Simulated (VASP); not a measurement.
# BaH2 (P6_3/mmc) in VASP: a series of runs

BaH2 is run at these levels: PBEsol; tasks: single point.

Everything below comes from runs of VASP 6.6.1. Logs are shortened: lines on timing, memory, paths and dates and some standing lists are left out, and cuts for length are marked.

## 1. The cell of the first run

Symmetry: P6_3/mmc, No. 194, hexagonal system. The conventional cell has a = 4.414 Å, b = 4.414 Å, c = 5.892 Å, α = 90.00°, β = 90.00°, γ = 120.00°. Within 3.4 Å of Ba (site symmetry -6m2) lie 11 H at 2.55 to 2.95 Å. Within 3.4 Å of H (site symmetry -6m2) lie 5 Ba at 2.55 to 2.95 Å and 6 H at 2.94 Å. H (site symmetry -3m) has 6 Ba at 2.94 Å and 8 H at 2.94 to 2.95 Å within 3.9 Å.

## 2. Single point, PBEsol (16.57 Å³/atom)

The input, INCAR:

```
PREC     = Accurate       # precision mode
ENCUT    = 520            # plane-wave cutoff, eV
EDIFF    = 1E-6           # SCF threshold, eV
ISMEAR   = 0              # smearing method
SIGMA    = 0.02           # smearing width, eV
LREAL    = False          # projectors in reciprocal space
LASPH    = True           # aspherical terms in the spheres
NELM     = 100            # most SCF steps
ALGO     = Normal         # electronic algorithm
ISIF     = 2              # what is computed and relaxed
LWAVE    = False          # write WAVECAR
LCHARG   = False          # write CHGCAR
GGA      = PS             # functional
NBANDS   = 21             # bands
```

The input, KPOINTS:

```
Automatic mesh
0
Gamma
  6 6 6
```

The input, POSCAR:

```
BaH2
1.0
    4.4135586725      0.0000000000      0.0000000000
   -2.2067793363      3.8222539314      0.0000000000
    0.0000000000      0.0000000000      5.8920065029
Ba H
2 4
Direct
    0.6666666667      0.3333333333      0.7500000000
    0.3333333333      0.6666666667      0.2500000000
    0.3333333333      0.6666666667      0.7500000000
    0.6666666667      0.3333333333      0.2500000000
    0.0000000000      0.0000000000      0.5000000000
    0.0000000000      0.0000000000      0.0000000000
```

Potentials or basis: VASP PAW PBE potentials, release 64 (Ba_sv, H).

Started as:

```sh
$ cat potpaw_PBE.64/Ba_sv/POTCAR potpaw_PBE.64/H/POTCAR > POTCAR
$ mpirun -np 1 vasp_std > vasp.out
```

OUTCAR:

```text
PREC = Accurate
   ENCUT = 520
   EDIFF = 1E-6
   ISMEAR = 0
   LREAL = False
   LASPH = True
   NELM = 100
   ISIF = 2
   GGA = PS

 ion  position               nearest neighbor table
   1  0.667  0.333  0.750-   3 2.55   3 2.55   3 2.55   2 3.90   2 3.90   2 3.90   2 3.90   2 3.90
                             2 3.90
   2  0.333  0.667  0.250-   4 2.55   4 2.55   4 2.55   1 3.90   1 3.90   1 3.90   1 3.90   1 3.90
                             1 3.90
   3  0.333  0.667  0.750-   1 2.55   1 2.55   1 2.55
   4  0.667  0.333  0.250-   2 2.55   2 2.55   2 2.55
   5  0.000  0.000  0.500-
   6  0.000  0.000  0.000-

  LATTYP: Found a hexagonal cell.
 ALAT       =     4.4135586725
 C/A-ratio  =     1.3349786284

  Lattice vectors:

 A1 = (   4.4135586725,   0.0000000000,   0.0000000000)
 A2 = (  -2.2067793363,   3.8222539314,   0.0000000000)
 A3 = (   0.0000000000,   0.0000000000,   5.8920065029)

Analysis of symmetry for initial positions (statically):
=====================================================================
 Subroutine PRICEL returns:
 Original cell was already a primitive cell.

 Routine SETGRP: Setting up the symmetry group for a
 hexagonal supercell.

 Subroutine GETGRP returns: Found 24 space group operations
 (whereof 12 operations were pure point group operations)
 out of a pool of 24 trial point group operations.

The static configuration has the point symmetry D_3d.
 The point group associated with its full space group is D_6h.

Analysis of symmetry for dynamics (positions and initial velocities):
=====================================================================
 Subroutine PRICEL returns:
 Original cell was already a primitive cell.

 Routine SETGRP: Setting up the symmetry group for a
 hexagonal supercell.

 Subroutine GETGRP returns: Found 24 space group operations
 (whereof 12 operations were pure point group operations)
 out of a pool of 24 trial point group operations.

The dynamic configuration has the point symmetry D_3d.
 The point group associated with its full space group is D_6h.

 Subroutine INISYM returns: Found 24 space group operations
 (whereof 12 operations are pure point group operations),
 and found     1 'primitive' translations

----------------------------------------------------------------------------------------

                                     Primitive cell

  volume of cell :      99.3966

  direct lattice vectors                    reciprocal lattice vectors
     4.413558672  0.000000000  0.000000000     0.226574534  0.130812868  0.000000000
    -2.206779336  3.822253931  0.000000000     0.000000000  0.261625737  0.000000000
     0.000000000  0.000000000  5.892006503     0.000000000  0.000000000  0.169721469

  length of vectors
     4.413558672  4.413558672  5.892006503     0.261625737  0.261625737  0.169721469

  position of ions in fractional coordinates (direct lattice)
     0.666666667  0.333333333  0.750000000
     0.333333333  0.666666667  0.250000000
     0.333333333  0.666666667  0.750000000
     0.666666667  0.333333333  0.250000000
     0.000000000  0.000000000  0.500000000
     0.000000000  0.000000000  0.000000000

  ion indices of the primitive-cell ions
   primitive index   ion index
                 1           1
                 2           2
                 3           3
                 4           4
                 5           5
                 6           6

----------------------------------------------------------------------------------------

 KPOINTS: Automatic mesh

Automatic generation of k-mesh.
 Grid dimensions read from file:
 generate k-points for:    6    6    6

 Generating k-lattice:

  Cartesian coordinates                     Fractional coordinates (reciprocal lattice)
     0.037762422  0.021802145  0.000000000     0.166666667  0.000000000  0.000000000
     0.000000000  0.043604289  0.000000000     0.000000000  0.166666667  0.000000000
     0.000000000  0.000000000  0.028286912     0.000000000  0.000000000  0.166666667

  Length of vectors
     0.043604289  0.043604289  0.028286912

  Shift w.r.t. Gamma in fractional coordinates (k-lattice)
     0.000000000  0.000000000  0.000000000

 Subroutine IBZKPT returns following result:
 ===========================================

 Found     28 irreducible k-points:

 Following reciprocal coordinates:
            Coordinates               Weight
  0.000000  0.000000  0.000000      1.000000
  0.166667 -0.000000  0.000000      6.000000
  0.333333  0.000000  0.000000      6.000000
  0.500000  0.000000  0.000000      3.000000
  0.166667  0.166667  0.000000      6.000000
  0.333333  0.166667  0.000000     12.000000
[... 16 lines left out ...]
  0.166667 -0.000000  0.500000      6.000000
  0.333333  0.000000  0.500000      6.000000
 [... further k-points ...]
   k-points           NKPTS =     28   k-points in BZ     NKDIM =     28   number of bands    NBANDS=     21
   number of dos      NEDOS =    301   number of ions     NIONS =      6
   total plane-waves  NPLWV =  62208
   dimension x,y,z NGX =    36 NGY =   36 NGZ =   48
   dimension x,y,z NGXF=    72 NGYF=   72 NGZF=   96
   ions per type =               2   4
   NGX,Y,Z   is equivalent  to a cutoff of  13.56, 13.56, 13.54 a.u.
   NGXF,Y,Z  is equivalent  to a cutoff of  27.12, 27.12, 27.09 a.u.
 SYSTEM =  unknown system
   PREC   = accura    normal or accurate (medium, high low for compatibility)
   ISTART =      0    job   : 0-new  1-cont  2-samecut
   ICHARG =      2    charge: 1-file 2-atom 10-const
   ISPIN  =      1    spin polarized calculation?
   LNONCOLLINEAR =      F non collinear calculations
   LSORBIT =      F    spin-orbit coupling
   LASPH  =      T    aspherical Exc in radial PAW
   ENCUT  =  520.0 eV  38.22 Ry    6.18 a.u.   8.21  8.21 10.96*2*pi/ulx,y,z
   NELM   =    100;   NELMIN=  2; NELMDL= -5     # of ELM steps
   EDIFF  = 0.1E-05   stopping-criterion for ELM
   LREAL  =      F    real-space projection
   EDIFFG = 0.1E-04   stopping-criterion for IOM
   NSW    =      0    number of steps for IOM
   IBRION =     -1    ionic relax: 0-MD 1-quasi-New 2-CG
   NFREE  =      0    steps in history (QN), initial steepest desc. (CG)
   ISIF   =      2    stress and relaxation
   ISYM   =      2    0-nonsym 1-usesym 2-fastsym
   POTIM  = 0.5000    time-step for ionic-motion
   TEBEG  =    0.0;   TEEND  =   0.0 temperature during run
   PSTRESS=    0.0 pullay stress
   NELECT =      24.0000    total number of electrons
   NUPDOWN=      -1.0000    fix difference up-down
   EMIN   =  10.00;   EMAX   =-10.00  energy-range for DOS
   EFERMI =   0.00;   METHOD = LEGACY
   ISMEAR =     0;   SIGMA  =   0.02  broadening in eV -4-tet -1-fermi 0-gaus
   EFERMI_NEDOS =   21; number of points for ismear=-14 and -15
   IALGO  =     38    algorithm
   IMIX   =      4    mixing-type and parameters
     AMIX     =   0.40;   BMIX     =  1.00
     AMIX_MAG =   1.60;   BMIX_MAG =  1.00
  volume/ion in A,a.u.               =      16.57       111.79
  Fermi-wavevector in a.u.,A,eV,Ry     =   1.019424  1.926431 14.139508  1.039225
  Thomas-Fermi vector in A             =   2.152937
   LORBIT       =      0    0 simple, 1 ext, 2 COOP (PROOUT), +10 PAW based schemes
   GGA     = PS    functional components
   LHFCALC =     F    Hartree Fock is set to
   AEXX    =    0.0000 exact exchange contribution
   IVDW    =     0    specifies the selected vdW correction
   LEPSILON=     F    determine dielectric tensor
   LRPA    =     F    only Hartree local field effects (RPA)
 non-spin polarized calculation
 Gauss-broadening in eV      SIGMA  =   0.02
  energy-cutoff  :      520.00
  volume of cell :       99.40
 maximum number of plane-waves:      2700
 NGX is ok and might be reduce to    36
   NGX = 17   NGY = 17   NGZ = 21

 number of electron      23.9999999 magnetization

 Free energy of the ion-electron system (eV)
  ---------------------------------------------------
  ext. energy  EPLUGINS =         0.00000000
  ---------------------------------------------------
  free energy    TOTEN  =       -20.46559195 eV

  energy without entropy =      -20.46559195  energy(sigma->0) =      -20.46559195

 E-fermi :   1.4364     XC(G=0):  -9.0346

 val. band max:        1.2514379939   @ k =   0.0000   0.0000   0.1667
 cond. band min:       2.7421170152   @ k =   0.3333   0.3333   0.5000
 fundamental gap:      1.4906790214
 Fermi energy:         1.4363555029

 k-point     1 :       0.0000    0.0000    0.0000
  band No.  band energies     occupation
      1     -25.7793      2.00000
      2     -25.5548      2.00000
      3     -11.7148      2.00000
      4     -10.7939      2.00000
      5     -10.7939      2.00000
      6     -10.4904      2.00000
[... 13 lines left out ...]
     20       7.0570      0.00000
     21       7.0570      0.00000

 k-point     2 :       0.1667   -0.0000    0.0000
  band No.  band energies     occupation
      1     -25.7567      2.00000
      2     -25.5586      2.00000
      3     -11.6282      2.00000
      4     -10.9391      2.00000
      5     -10.8498      2.00000
      6     -10.6592      2.00000
[... 13 lines left out ...]
     20       7.7715      0.00000
     21       8.1660      0.00000

 k-point     3 :       0.3333    0.0000    0.0000
  band No.  band energies     occupation
      1     -25.7034      2.00000
      2     -25.5740      2.00000
      3     -11.4074      2.00000
      4     -11.2415      2.00000
      5     -10.9475      2.00000
      6     -10.9264      2.00000
[... 13 lines left out ...]
     20       8.1876      0.00000
     21       8.9534      0.00000

 k-point     4 :       0.5000    0.0000    0.0000
  band No.  band energies     occupation
      1     -25.6659      2.00000
      2     -25.5924      2.00000
      3     -11.3921      2.00000
      4     -11.2306      2.00000
      5     -11.0377      2.00000
      6     -10.9919      2.00000
[... 13 lines left out ...]
     20       8.2510      0.00000
     21       8.3244      0.00000

 k-point     5 :       0.1667    0.1667    0.0000
  band No.  band energies     occupation
      1     -25.7183      2.00000
      2     -25.5686      2.00000
      3     -11.4725      2.00000
      4     -11.0704      2.00000
      5     -11.0678      2.00000
      6     -10.7900      2.00000
[... 13 lines left out ...]
     20       7.8456      0.00000
     21       8.4731      0.00000
[... 382 lines left out ...]
     20       8.7590      0.00000
     21       8.7590      0.00000

 k-point    22 :       0.0000    0.0000    0.5000
  band No.  band energies     occupation
      1     -25.6687      2.00000
      2     -25.6687      2.00000
      3     -11.1419      2.00000
      4     -11.1419      2.00000
      5     -10.6443      2.00000
      6     -10.6443      2.00000
[... 13 lines left out ...]
     20       7.5917      0.00000
     21       7.5917      0.00000

 k-point    23 :       0.1667   -0.0000    0.5000
  band No.  band energies     occupation
      1     -25.6587      2.00000
      2     -25.6587      2.00000
      3     -11.2685      2.00000
      4     -11.2685      2.00000
      5     -10.6724      2.00000
      6     -10.6724      2.00000
[... 13 lines left out ...]
     20       7.4127      0.00000
     21       7.9820      0.00000

 k-point    24 :       0.3333    0.0000    0.5000
  band No.  band energies     occupation
      1     -25.6387      2.00000
      2     -25.6387      2.00000
      3     -11.5050      2.00000
      4     -11.5050      2.00000
      5     -10.7275      2.00000
      6     -10.7275      2.00000
[... 13 lines left out ...]
     20       7.3506      0.00000
     21       8.5962      0.00000

 [... further k-points ...]

------------------------ aborting loop because EDIFF is reached ----------------------------------------

  FORCE on cell =-STRESS in cart. coord.  units (eV):
  Direction    XX          YY          ZZ          XY          YZ          ZX
  --------------------------------------------------------------------------------------
  -------------------------------------------------------------------------------------
  Total       -0.1558393     -0.1558393     -0.2109815      0.0000000      0.0000000     -0.0000000
  in kB       -2.5119787     -2.5119787     -3.4008172      0.0000000      0.0000000     -0.0000000
  external PRESSURE =      -2.8082582 kB  Pullay stress =       0.0000000 kB

 VOLUME and BASIS-vectors are now :
 -----------------------------------------------------------------------------
  energy-cutoff  :      520.00
  volume of cell :       99.40
      direct lattice vectors                 reciprocal lattice vectors
     4.413558672  0.000000000  0.000000000     0.226574534  0.130812868  0.000000000
    -2.206779336  3.822253931  0.000000000     0.000000000  0.261625737  0.000000000
     0.000000000  0.000000000  5.892006503     0.000000000  0.000000000  0.169721469

 POSITION                                       TOTAL-FORCE (eV/Angst)
 -----------------------------------------------------------------------------------
      2.20678      1.27408      4.41900        -0.000000      0.000000      0.000000
     -0.00000      2.54817      1.47300         0.000000     -0.000000      0.000000
     -0.00000      2.54817      4.41900        -0.000000     -0.000000      0.000000
      2.20678      1.27408      1.47300         0.000000      0.000000      0.000000
      0.00000      0.00000      2.94600        -0.000000      0.000000      0.000000
      0.00000      0.00000      0.00000        -0.000000      0.000000      0.000000
 -----------------------------------------------------------------------------------
    total drift:                                0.000000     -0.000000      0.000000

  FREE ENERGIE OF THE ION-ELECTRON SYSTEM (eV)
  ---------------------------------------------------
  free  energy   TOTEN  =       -20.4655919520 eV

  energy  without entropy=      -20.4655919520  energy(sigma->0) =      -20.46559195
```

Wall time 2.2 min (1 thread of Intel Xeon 8259CL, shared host); peak memory 0.26 GiB.

Results:

```
Free energy            : -20.4656 eV
Pressure               : -0.3 GPa
Band gap on the k mesh : 1.49 eV (least direct gap 2.48 eV)
```

Stress tensor (GPa, compression positive):
```
-0.25  0.00  0.00
 0.00 -0.25  0.00
 0.00  0.00 -0.34
```

Caveat: the PAW data sets were made with another functional, which shifts forces and pressure a little; spin-orbit coupling is left out, which moves the levels of the heavy elements. A k mesh can miss the band edges.

## 3. Single point, PBEsol (17.05 Å³/atom)

This run uses another cell than the first one, of 17.05 Å³/atom.

The input, INCAR:

```
ALGO = Normal ; EDIFF = 1E-7
ENCUT = 520 ; GGA = PS
ISIF = 2 ; ISMEAR = 0
LASPH = True ; LCHARG = False
LREAL = False ; LWAVE = False
NBANDS = 21 ; NELM = 60
PREC = Accurate ; SIGMA = 0.02
```

The input, KPOINTS:

```
k-points
0
Gamma
  6 6 6
```

Changes to POSCAR since step 2:

```diff
@@ -2,5 +2,5 @@
 1.0
-    4.4135586725      0.0000000000      0.0000000000
-   -2.2067793363      3.8222539314      0.0000000000
-    0.0000000000      0.0000000000      5.8920065029
+    4.4420685946      0.0000000000      0.0000000000
+   -2.2210342973      3.8469442483      0.0000000000
+    0.0000000000      0.0000000000      5.9860335335
 Ba H
```

Potentials or basis: VASP PAW PBE potentials, release 64 (Ba_sv, H).

Started as:

```sh
$ cat potpaw_PBE.64/Ba_sv/POTCAR potpaw_PBE.64/H/POTCAR > POTCAR
$ mpirun -np 1 vasp_std > vasp.out
```

It took 2.1 min on 1 thread of Intel Xeon 8259CL, shared host; peak memory 0.26 GiB.

It converged, with:

```
Free energy            : -20.4531 eV
Pressure               : -1.2 GPa
Band gap on the k mesh : 1.45 eV (least direct gap 2.52 eV)
```

Levels at points of the mesh, in eV from the valence-band top:
```
           k point  band 10  band 11  band 12  band 13  band 14  band 15
(0.00, 0.00, 0.00)    -3.05    -0.48     0.00     2.68     2.68     3.70
(0.50, 0.00, 0.00)    -2.30    -1.68    -1.62     2.45     3.82     3.85
(0.00, 0.00, 0.50)    -3.33    -0.45    -0.45     2.51     2.51     2.51
(0.50, 0.00, 0.50)    -2.37    -1.36    -1.36     2.30     2.30     3.85
```

Caveat: the PAW data sets were made with another functional, which shifts forces and pressure a little; spin-orbit coupling is left out, which moves the levels of the heavy elements. A k mesh can miss the band edges.
